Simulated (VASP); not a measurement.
# LiBr (Fm-3m) in VASP: notebook

The runs below take LiBr through electric field gradients, with PBE.

Everything below comes from runs of VASP 6.6.1. Logs are shortened: lines on timing, memory, paths and dates and some standing lists are left out, and cuts for length are marked.

## (1) The cell of the first run

It takes space group Fm-3m (No. 225, cubic). The conventional cell has a = 5.501 Å, b = 5.501 Å, c = 5.501 Å, α = 90.00°, β = 90.00°, γ = 90.00°. Within 3.6 Å of Li (site symmetry m-3m) lie 6 Br at 2.75 Å. Br (site symmetry m-3m) has 6 Li at 2.75 Å within 3.6 Å.

## (2) Electric field gradients, PBE

The input, INCAR:

```
PREC = Accurate
ENCUT = 650
EDIFF = 1E-8
ISMEAR = -1
SIGMA = 0.02
LREAL = F
LASPH = T
NELM = 120
ALGO = Normal
ISIF = 2
LWAVE = F
LCHARG = F
GGA = PE
LEFG = T
NBANDS = 12
GGA_COMPAT = F
```

The input, KPOINTS:

```
Automatic mesh
0
Gamma
  9 9 9
```

The input, POSCAR:

```
LiBr
1.0
    0.0000000000      2.7506500000      2.7506500000
    2.7506500000      0.0000000000      2.7506500000
    2.7506500000      2.7506500000      0.0000000000
Li Br
1 1
Direct
    0.0000000000      0.0000000000      0.0000000000
    0.5000000000      0.5000000000      0.5000000000
```

Potentials or basis: VASP PAW PBE potentials, release 64 (Li_sv, Br).

Command:

```sh
$ cat potpaw_PBE.64/Li_sv/POTCAR potpaw_PBE.64/Br/POTCAR > POTCAR
$ mpirun -np 1 vasp_std > vasp.out
```

OUTCAR:

```text
PREC = Accurate
   ENCUT = 650
   EDIFF = 1E-8
   ISMEAR = -1
   LREAL = F
   LASPH = T
   NELM = 120
   ISIF = 2
   GGA = PE

 ion  position               nearest neighbor table
   1  0.000  0.000  0.000-
   2  0.500  0.500  0.500-

  LATTYP: Found a face centered cubic cell.
 ALAT       =     5.5013000000

  Lattice vectors:

 A1 = (   0.0000000000,   2.7506500000,   2.7506500000)
 A2 = (   2.7506500000,   0.0000000000,   2.7506500000)
 A3 = (   2.7506500000,   2.7506500000,   0.0000000000)

Analysis of symmetry for initial positions (statically):
=====================================================================
 Subroutine PRICEL returns:
 Original cell was already a primitive cell.

 Routine SETGRP: Setting up the symmetry group for a
 face centered cubic supercell.

 Subroutine GETGRP returns: Found 48 space group operations
 (whereof 48 operations were pure point group operations)
 out of a pool of 48 trial point group operations.

The static configuration has the point symmetry O_h .

Analysis of symmetry for dynamics (positions and initial velocities):
=====================================================================
 Subroutine PRICEL returns:
 Original cell was already a primitive cell.

 Routine SETGRP: Setting up the symmetry group for a
 face centered cubic supercell.

 Subroutine GETGRP returns: Found 48 space group operations
 (whereof 48 operations were pure point group operations)
 out of a pool of 48 trial point group operations.

The dynamic configuration has the point symmetry O_h .

 Subroutine INISYM returns: Found 48 space group operations
 (whereof 48 operations are pure point group operations),
 and found     1 'primitive' translations

----------------------------------------------------------------------------------------

                                     Primitive cell

  volume of cell :      41.6233

  direct lattice vectors                    reciprocal lattice vectors
     0.000000000  2.750650000  2.750650000    -0.181775217  0.181775217  0.181775217
     2.750650000  0.000000000  2.750650000     0.181775217 -0.181775217  0.181775217
     2.750650000  2.750650000  0.000000000     0.181775217  0.181775217 -0.181775217

  length of vectors
     3.890006535  3.890006535  3.890006535     0.314843911  0.314843911  0.314843911

  position of ions in fractional coordinates (direct lattice)
     0.000000000  0.000000000  0.000000000
     0.500000000  0.500000000  0.500000000

  ion indices of the primitive-cell ions
   primitive index   ion index
                 1           1
                 2           2

----------------------------------------------------------------------------------------

 KPOINTS: Automatic mesh

Automatic generation of k-mesh.
 Grid dimensions read from file:
 generate k-points for:    9    9    9

 Generating k-lattice:

  Cartesian coordinates                     Fractional coordinates (reciprocal lattice)
    -0.020197246  0.020197246  0.020197246     0.111111111  0.000000000  0.000000000
     0.020197246 -0.020197246  0.020197246     0.000000000  0.111111111  0.000000000
     0.020197246  0.020197246 -0.020197246     0.000000000  0.000000000  0.111111111

  Length of vectors
     0.034982657  0.034982657  0.034982657

  Shift w.r.t. Gamma in fractional coordinates (k-lattice)
     0.000000000  0.000000000  0.000000000

 Subroutine IBZKPT returns following result:
 ===========================================

 Found     35 irreducible k-points:

 Following reciprocal coordinates:
            Coordinates               Weight
  0.000000  0.000000  0.000000      1.000000
  0.111111  0.000000  0.000000      8.000000
  0.222222  0.000000  0.000000      8.000000
  0.333333  0.000000  0.000000      8.000000
  0.444444  0.000000  0.000000      8.000000
  0.111111  0.111111  0.000000      6.000000
[... 16 lines left out ...]
 -0.333333  0.333333  0.000000     12.000000
  0.444444  0.444444  0.000000      6.000000
 [... further k-points ...]
   k-points           NKPTS =     35   k-points in BZ     NKDIM =     35   number of bands    NBANDS=     12
   number of dos      NEDOS =    301   number of ions     NIONS =      2
   total plane-waves  NPLWV =  32768
   dimension x,y,z NGX =    32 NGY =   32 NGZ =   32
   dimension x,y,z NGXF=    64 NGYF=   64 NGZF=   64
   ions per type =               1   1
   NGX,Y,Z   is equivalent  to a cutoff of  13.68, 13.68, 13.68 a.u.
   NGXF,Y,Z  is equivalent  to a cutoff of  27.35, 27.35, 27.35 a.u.
 SYSTEM =  unknown system
   PREC   = accura    normal or accurate (medium, high low for compatibility)
   ISTART =      0    job   : 0-new  1-cont  2-samecut
   ICHARG =      2    charge: 1-file 2-atom 10-const
   ISPIN  =      1    spin polarized calculation?
   LNONCOLLINEAR =      F non collinear calculations
   LSORBIT =      F    spin-orbit coupling
   LASPH  =      T    aspherical Exc in radial PAW
   ENCUT  =  650.0 eV  47.77 Ry    6.91 a.u.   8.09  8.09  8.09*2*pi/ulx,y,z
   NELM   =    120;   NELMIN=  2; NELMDL= -5     # of ELM steps
   EDIFF  = 0.1E-07   stopping-criterion for ELM
   LREAL  =      F    real-space projection
   EDIFFG = 0.1E-06   stopping-criterion for IOM
   NSW    =      0    number of steps for IOM
   IBRION =     -1    ionic relax: 0-MD 1-quasi-New 2-CG
   NFREE  =      0    steps in history (QN), initial steepest desc. (CG)
   ISIF   =      2    stress and relaxation
   ISYM   =      2    0-nonsym 1-usesym 2-fastsym
   POTIM  = 0.5000    time-step for ionic-motion
   TEBEG  =    0.0;   TEEND  =   0.0 temperature during run
   PSTRESS=    0.0 pullay stress
   NELECT =      10.0000    total number of electrons
   NUPDOWN=      -1.0000    fix difference up-down
   EMIN   =  10.00;   EMAX   =-10.00  energy-range for DOS
   EFERMI =   0.00;   METHOD = LEGACY
   ISMEAR =    -1;   SIGMA  =   0.02  broadening in eV -4-tet -1-fermi 0-gaus
   EFERMI_NEDOS =   21; number of points for ismear=-14 and -15
   IALGO  =     38    algorithm
   IMIX   =      4    mixing-type and parameters
     AMIX     =   0.40;   BMIX     =  1.00
     AMIX_MAG =   1.60;   BMIX_MAG =  1.00
  volume/ion in A,a.u.               =      20.81       140.44
  Fermi-wavevector in a.u.,A,eV,Ry     =   1.017723  1.923217 14.092366  1.035760
  Thomas-Fermi vector in A             =   2.151140
   LORBIT       =      0    0 simple, 1 ext, 2 COOP (PROOUT), +10 PAW based schemes
   GGA     = PE    functional components
   LHFCALC =     F    Hartree Fock is set to
   AEXX    =    0.0000 exact exchange contribution
   IVDW    =     0    specifies the selected vdW correction
   LEPSILON=     F    determine dielectric tensor
   LRPA    =     F    only Hartree local field effects (RPA)
 non-spin polarized calculation
  energy-cutoff  :      650.00
  volume of cell :       41.62
 maximum number of plane-waves:      1584
   NGX = 17   NGY = 17   NGZ = 17

 number of electron      10.0000007 magnetization

 Free energy of the ion-electron system (eV)
  ---------------------------------------------------
  ext. energy  EPLUGINS =         0.00000000
  ---------------------------------------------------
  free energy    TOTEN  =        -6.64292347 eV

  energy without entropy =       -6.64292347  energy(sigma->0) =       -6.64292347

 E-fermi :   0.7793     XC(G=0):  -8.4255

 val. band max:        0.3118186928   @ k =  -0.1111   0.1111   0.0000
 cond. band min:       5.2579867013   @ k =   0.0000   0.0000   0.0000
 fundamental gap:      4.9461680085
 Fermi energy:         0.7793154845

 k-point     1 :       0.0000    0.0000    0.0000
  band No.  band energies     occupation
      1     -44.0900      2.00000
      2     -13.1202      2.00000
      3       0.3112      2.00000
      4       0.3112      2.00000
      5       0.3112      2.00000
      6       5.2580      0.00000
      7      10.8114      0.00000
      8      10.8114      0.00000
      9      10.8114      0.00000
     10      12.5508      0.00000
     11      12.5508      0.00000
     12      12.5508      0.00000
[... 331 lines left out ...]
 k-point    24 :       0.4444    0.4444    0.0000
  band No.  band energies     occupation
      1     -44.0890      2.00000
      2     -12.4825      2.00000
      3      -2.4911      2.00000
      4      -0.7953      2.00000
      5      -0.7953      2.00000
      6       6.6241      0.00000
      7       7.4821      0.00000
      8      11.6041      0.00000
      9      12.6209      0.00000
     10      12.6209      0.00000
     11      15.9048      0.00000
     12      17.8735      0.00000

 [... further k-points ...]

------------------------ aborting loop because EDIFF is reached ----------------------------------------

  FORCE on cell =-STRESS in cart. coord.  units (eV):
  Direction    XX          YY          ZZ          XY          YZ          ZX
  --------------------------------------------------------------------------------------
  -------------------------------------------------------------------------------------
  Total        0.0137067      0.0137067      0.0137067      0.0000000      0.0000000      0.0000000
  in kB        0.5276040      0.5276040      0.5276040      0.0000000      0.0000000      0.0000000
  external PRESSURE =       0.5276040 kB  Pullay stress =       0.0000000 kB

 VOLUME and BASIS-vectors are now :
 -----------------------------------------------------------------------------
  energy-cutoff  :      650.00
  volume of cell :       41.62
      direct lattice vectors                 reciprocal lattice vectors
     0.000000000  2.750650000  2.750650000    -0.181775217  0.181775217  0.181775217
     2.750650000  0.000000000  2.750650000     0.181775217 -0.181775217  0.181775217
     2.750650000  2.750650000  0.000000000     0.181775217  0.181775217 -0.181775217

 POSITION                                       TOTAL-FORCE (eV/Angst)
 -----------------------------------------------------------------------------------
      0.00000      0.00000      0.00000        -0.000000      0.000000      0.000000
      2.75065      2.75065      2.75065         0.000000     -0.000000     -0.000000
 -----------------------------------------------------------------------------------
    total drift:                                0.000000     -0.000000      0.000000

  FREE ENERGIE OF THE ION-ELECTRON SYSTEM (eV)
  ---------------------------------------------------
  free  energy   TOTEN  =        -6.6429234671 eV

  energy  without entropy=       -6.6429234671  energy(sigma->0) =       -6.64292347

 Electric field gradients (V/A^2)
---------------------------------------------------------------------
 ion       V_xx      V_yy      V_zz      V_xy      V_xz      V_yz
---------------------------------------------------------------------
   1      -0.000    -0.000    -0.000    -0.004    -0.004    -0.004
   2      -0.000     0.000    -0.000    -0.000    -0.000    -0.000
---------------------------------------------------------------------

 Electric field gradients after diagonalization (V/A^2)
 (convention: |V_zz| > |V_xx| > |V_yy|)
----------------------------------------------------------------------
 ion       V_xx      V_yy      V_zz     asymmetry (V_yy - V_xx)/ V_zz
----------------------------------------------------------------------
   1       0.004     0.004    -0.008       0.000
   2       0.000     0.000    -0.001       0.000
----------------------------------------------------------------------

           NMR quadrupolar parameters

 Cq : quadrupolar parameter    Cq=e*Q*V_zz/h
 eta: asymmetry parameters     (V_yy - V_xx)/ V_zz
 Q  : nuclear electric quadrupole moment in mb (millibarn)
----------------------------------------------------------------------
 ion       Cq(MHz)       eta       Q (mb)
----------------------------------------------------------------------
   1      -0.000       0.000       1.000
   2      -0.000       0.000       1.000
----------------------------------------------------------------------
```

Run time: 19 s. Hardware: 1 thread of Intel Xeon Platinum 8259CL at 2.50GHz (Skylake/Cascade Lake), shared host; peak memory 0.18 GiB.

What came out:

```yaml
Free_energy: -6.6429 eV
Pressure: 0.1 GPa
Band_gap_on_the_k_mesh: 4.95 eV
Largest_electric_field_gradient_by_atom: zero within the noise of the run
```

Caveat: an odd mesh through Γ misses points on the zone boundary, where band edges can lie.

## (3) Electric field gradients, PBE

This run uses another cell than the first one: it holds 16 atoms, not 2.

The input, INCAR:

```
SYSTEM = LiBr
ALGO = Normal ; EDIFF = 1E-8
ENCUT = 650 ; GGA = PE
GGA_COMPAT = .False. ; ISIF = 2
ISMEAR = 0 ; LASPH = .True.
LCHARG = .False. ; LEFG = .True.
LREAL = .False. ; LWAVE = .False.
NBANDS = 54 ; NELM = 120
PREC = Accurate ; SIGMA = 0.01
```

The input, KPOINTS:

```
k-points
0
Gamma
  3 3 3
  0 0 0
```

The input, POSCAR:

```
LiBr
1.0
    0.0000000000      5.5013000000      5.5013000000
    5.5013000000      0.0000000000      5.5013000000
    5.5013000000      5.5013000000      0.0000000000
Li Br
8 8
Direct
    0.0000000000      0.0000000000      0.0000000000
    0.0000000000      0.0000000000      0.5000000000
    0.0000000000      0.5000000000      0.0000000000
    0.0000000000      0.5000000000      0.5000000000
    0.5000000000      0.0000000000      0.0000000000
    0.5000000000      0.0000000000      0.5000000000
    0.5000000000      0.5000000000      0.0000000000
    0.5000000000      0.5000000000      0.5000000000
    0.2500000000      0.2500000000      0.2500000000
    0.2500000000      0.2500000000      0.7500000000
    0.2500000000      0.7500000000      0.2500000000
    0.2500000000      0.7500000000      0.7500000000
    0.7500000000      0.2500000000      0.2500000000
    0.7500000000      0.2500000000      0.7500000000
    0.7500000000      0.7500000000      0.2500000000
    0.7500000000      0.7500000000      0.7500000000
```

Potentials or basis: VASP PAW PBE potentials, release 64 (Li_sv, Br).

Command:

```sh
$ cat potpaw_PBE.64/Li_sv/POTCAR potpaw_PBE.64/Br/POTCAR > POTCAR
$ mpirun -np 1 vasp_std > vasp.out
```

OUTCAR:

```text
SYSTEM = LiBr
   EDIFF = 1E-8
   ENCUT = 650
   GGA = PE
   ISIF = 2
   ISMEAR = 0
   LASPH = .True.
   LREAL = .False.
   NELM = 120
   PREC = Accurate

 ion  position               nearest neighbor table
   1  0.000  0.000  0.000-
   2  0.000  0.000  0.500-
   3  0.000  0.500  0.000-
   4  0.000  0.500  0.500-
   5  0.500  0.000  0.000-
   6  0.500  0.000  0.500-
[... 8 lines left out ...]
  15  0.750  0.750  0.250-
  16  0.750  0.750  0.750-
[... 6 lines left out ...]
 A1 = (   0.0000000000,   5.5013000000,   5.5013000000)
 A2 = (   5.5013000000,   0.0000000000,   5.5013000000)
 A3 = (   5.5013000000,   5.5013000000,   0.0000000000)

Analysis of symmetry for initial positions (statically):
=====================================================================
 Subroutine PRICEL returns following result:

  LATTYP: Found a face centered cubic cell.
 ALAT       =     5.5013000000

  Lattice vectors:

 A1 = (   0.0000000000,   2.7506500000,   2.7506500000)
 A2 = (   2.7506500000,   0.0000000000,   2.7506500000)
 A3 = (   2.7506500000,   2.7506500000,   0.0000000000)

   8 primitive cells build up your supercell.

 Routine SETGRP: Setting up the symmetry group for a
[... 428 lines left out ...]
  free  energy   TOTEN  =       -53.1411615276 eV

  energy  without entropy=      -53.1411615276  energy(sigma->0) =      -53.14116153

 Electric field gradients (V/A^2)
---------------------------------------------------------------------
 ion       V_xx      V_yy      V_zz      V_xy      V_xz      V_yz
---------------------------------------------------------------------
   1       0.000    -0.000    -0.000     0.002     0.002     0.002
   2       0.000    -0.000    -0.000     0.002     0.002     0.002
   3       0.000     0.000    -0.000     0.002     0.002     0.002
   4       0.000    -0.000    -0.000     0.002     0.002     0.002
   5       0.000    -0.000    -0.000     0.002     0.002     0.002
   6       0.000    -0.000    -0.000     0.002     0.002     0.002
[... 8 lines left out ...]
  15       0.000     0.000    -0.000    -0.000    -0.000    -0.000
  16       0.000     0.000    -0.000    -0.000    -0.000    -0.000
---------------------------------------------------------------------

 Electric field gradients after diagonalization (V/A^2)
 (convention: |V_zz| > |V_xx| > |V_yy|)
----------------------------------------------------------------------
 ion       V_xx      V_yy      V_zz     asymmetry (V_yy - V_xx)/ V_zz
----------------------------------------------------------------------
   1      -0.002    -0.002     0.005       0.000
   2      -0.002    -0.002     0.005       0.000
   3      -0.002    -0.002     0.005       0.000
   4      -0.002    -0.002     0.005       0.000
   5      -0.002    -0.002     0.005       0.000
   6      -0.002    -0.002     0.005       0.000
[... 8 lines left out ...]
  15       0.000     0.000    -0.001       0.000
  16       0.000     0.000    -0.001       0.000
----------------------------------------------------------------------

           NMR quadrupolar parameters

 Cq : quadrupolar parameter    Cq=e*Q*V_zz/h
 eta: asymmetry parameters     (V_yy - V_xx)/ V_zz
 Q  : nuclear electric quadrupole moment in mb (millibarn)
----------------------------------------------------------------------
 ion       Cq(MHz)       eta       Q (mb)
----------------------------------------------------------------------
   1       0.000       0.000       1.000
   2       0.000       0.000       1.000
   3       0.000       0.000       1.000
   4       0.000       0.000       1.000
   5       0.000       0.000       1.000
   6       0.000       0.000       1.000
[... 8 lines left out ...]
  15      -0.000       0.000       1.000
  16      -0.000       0.000       1.000
----------------------------------------------------------------------
```

OSZICAR:

```text
N       E                     dE             d eps       ncg     rms          rms(c)
DAV:   1     0.716941155930E+03    0.71694E+03   -0.35989E+04   432   0.166E+03
DAV:   2     0.430481293014E+02   -0.67389E+03   -0.63092E+03   536   0.367E+02
DAV:   3    -0.441823437740E+02   -0.87230E+02   -0.86801E+02   602   0.118E+02
DAV:   4    -0.520507516775E+02   -0.78684E+01   -0.78031E+01   744   0.356E+01
DAV:   5    -0.533553100444E+02   -0.13046E+01   -0.13041E+01   660   0.883E+00    0.555E+00
DAV:   6    -0.530979655137E+02    0.25734E+00   -0.70424E-01   544   0.306E+00    0.354E+00
DAV:   7    -0.531249900628E+02   -0.27025E-01   -0.49770E-01   684   0.212E+00    0.115E+00
DAV:   8    -0.531393616453E+02   -0.14372E-01   -0.57385E-02   604   0.785E-01    0.153E-01
DAV:   9    -0.531403247665E+02   -0.96312E-03   -0.14728E-03   610   0.152E-01    0.104E-01
DAV:  10    -0.531411570347E+02   -0.83227E-03   -0.11408E-03   580   0.138E-01    0.221E-02
DAV:  11    -0.531411614414E+02   -0.44066E-05   -0.51847E-05   608   0.225E-02    0.840E-03
DAV:  12    -0.531411615272E+02   -0.85793E-07   -0.49750E-06   644   0.790E-03    0.227E-03
DAV:  13    -0.531411613887E+02    0.13843E-06   -0.40649E-07   634   0.235E-03    0.707E-04
DAV:  14    -0.531411614447E+02   -0.55974E-07   -0.34681E-08   452   0.778E-04    0.782E-04
DAV:  15    -0.531411615297E+02   -0.85005E-07   -0.12137E-08   366   0.418E-04    0.833E-05
DAV:  16    -0.531411615414E+02   -0.11687E-07   -0.17925E-09   366   0.217E-04    0.604E-05
DAV:  17    -0.531411615246E+02    0.16858E-07   -0.30169E-10   342   0.109E-04    0.997E-06
DAV:  18    -0.531411615276E+02   -0.30468E-08   -0.47241E-11   342   0.722E-05
   1 F= -.53141162E+02 E0= -.53141162E+02  d E =-.818439-115
```

stdout:

```text
POSCAR found type information on POSCAR LiBr
 POSCAR found :  2 types and      16 ions
 scaLAPACK will be used
 LDA part: xc-table for (Slater+PW92), standard interpolation
 POSCAR, INCAR and KPOINTS ok, starting setup
 FFT: planning ... GRIDC
 FFT: planning ... GRID_SOFT
 FFT: planning ... GRID
 WAVECAR not read
 entering main loop
ion   1

ion   2

ion   3

ion   4

ion   5

ion   6

ion   7

ion   8

ion   9

ion  10

ion  11

ion  12

ion  13

ion  14

ion  15

ion  16
```

Wall time 5.1 min (1 thread of Intel Xeon Platinum 8259CL at 2.50GHz (Skylake/Cascade Lake), shared host); peak memory 0.72 GiB.

Results:

- Free energy: -53.1412 eV
- Pressure: 0.1 GPa
- Band gap on the k mesh: 4.95 eV
- Largest electric field gradient by atom: zero within the noise of the run

[end of part 1 of 2]
